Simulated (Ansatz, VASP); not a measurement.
# Two plane-wave programs on Sb

Contents of POSCAR:

```
Sb
1.0
    3.1600000000      0.0000000000      0.0000000000
    0.0000000000      3.1600000000      0.0000000000
    0.0000000000      0.0000000000      3.1600000000
Sb
1
Direct
    0.0000000000      0.0000000000      0.0000000000
```

INCAR.step1

```
SYSTEM = Sb
ALGO     = Normal         ! electronic algorithm
EDIFF    = 1E-5           ! SCF threshold, eV
EDIFFG   = -0.005         ! ionic threshold
ENCUT    = 500            ! plane-wave cutoff, eV
GGA      = PE             ! functional
GGA_COMPAT= .FALSE.      
IBRION   = 2              ! ionic algorithm
ISIF     = 3              ! what is computed and relaxed
ISMEAR   = -1             ! smearing method
LASPH    = .TRUE.         ! aspherical terms in the spheres
LCHARG   = .FALSE.        ! write CHGCAR
LREAL    = .FALSE.        ! projectors in reciprocal space
LWAVE    = .TRUE.         ! write WAVECAR
NBANDS   = 14             ! bands
NELM     = 120            ! most SCF steps
NELMIN   = 4            
NSW      = 100            ! ionic steps
PREC     = Accurate       ! precision mode
SIGMA    = 0.05           ! smearing width, eV
```

File INCAR.step2:

```
SYSTEM = Sb
AEXX     = 0.25           ! exact-exchange fraction
ALGO     = Normal         ! electronic algorithm
EDIFF    = 1E-7           ! SCF threshold, eV
EDIFFG   = -0.01          ! ionic threshold
ENCUT    = 500            ! plane-wave cutoff, eV
GGA      = PS             ! functional
GGA_COMPAT= .FALSE.      
HFSCREEN = 0.207          ! screening, 1/A
IBRION   = 2              ! ionic algorithm
ISIF     = 3              ! what is computed and relaxed
ISMEAR   = -1             ! smearing method
ISTART   = 1            
LASPH    = .TRUE.         ! aspherical terms in the spheres
LCHARG   = .FALSE.        ! write CHGCAR
LHFCALC  = .TRUE.         ! exact exchange
LREAL    = .FALSE.        ! projectors in reciprocal space
LWAVE    = .FALSE.        ! write WAVECAR
NELM     = 120            ! most SCF steps
NELMIN   = 4            
NSW      = 60             ! ionic steps
PREC     = Accurate       ! precision mode
PRECFOCK = Normal       
SIGMA    = 0.05           ! smearing width, eV
```

Contents of KPOINTS:

```
k-points
0
G
  4 4 4
  0 0 0
```

The input input:

```
crystal:
  lattice:
    - [3.16, 0.0, 0.0]
    - [0.0, 3.16, 0.0]
    - [0.0, 0.0, 3.16]
  atoms:
    - { symbol: Sb, position: [0.0, 0.0, 0.0] }
hamiltonian:
  xc:
    exchange: hjs_pbesol
    correlation: pbesol
    exx: { coeff: 0.25, omega: 0.207 }
  pseudopotentials: { kind: paw }
kpoints:
  mp_grid: { grid: [4, 4, 4] }
scf:
  occupations: { method: fermi_dirac, width: 0.05 }
output:
  forces: true
  stress: true
  eigenvalues: true
relax:
  f_tol: 0.01
  max_steps: 40
  cell: { stress_tol: 0.05 }
```

Alike in both runs: task relaxation of cell and atoms; functional PBEsol-based screened hybrid; k mesh 4 × 4 × 4; occupations fermi-dirac, width 0.05 eV; no spin polarisation.

|  | VASP | Ansatz |
| --- | --- | --- |
| version | VASP 6.6.1 | Ansatz 0.2.0 |
| potentials or method | VASP PAW PBE potentials, release 64 (Sb_d_GW) | Ansatz PAW |
| plane-wave cutoff (eV) | 500 | 420 |
| valence electrons in the cell | 15 | 15 |

Ansatz gave:

| Item | Value |
| --- | --- |
| gap on the k mesh at the Fermi level, each at its own relaxed structure (eV) | none |
| relaxed volume (Å³/atom) | 27.69 |
| relaxed cell length with the largest relative difference (Å) | 3.025 |

Task: Estimate VASP's values.

Result: gap on the k mesh at the Fermi level, each at its own relaxed structure (eV): none; relaxed volume (Å³/atom): 27.66; relaxed cell length with the largest relative difference (Å): 3.024.

VASP's potentials were made for PBE, not for PBEsol-based screened hybrid. A gap of «none» marks a metal or a gap that the smearing closes.

The k mesh is coarse, so the values compare programs but aren't converged. Spin-orbit coupling is off throughout. Noted on Ansatz's run: the plane-wave basis is chosen anew once the cell has moved, so the energies of steps on either side of that aren't comparable.
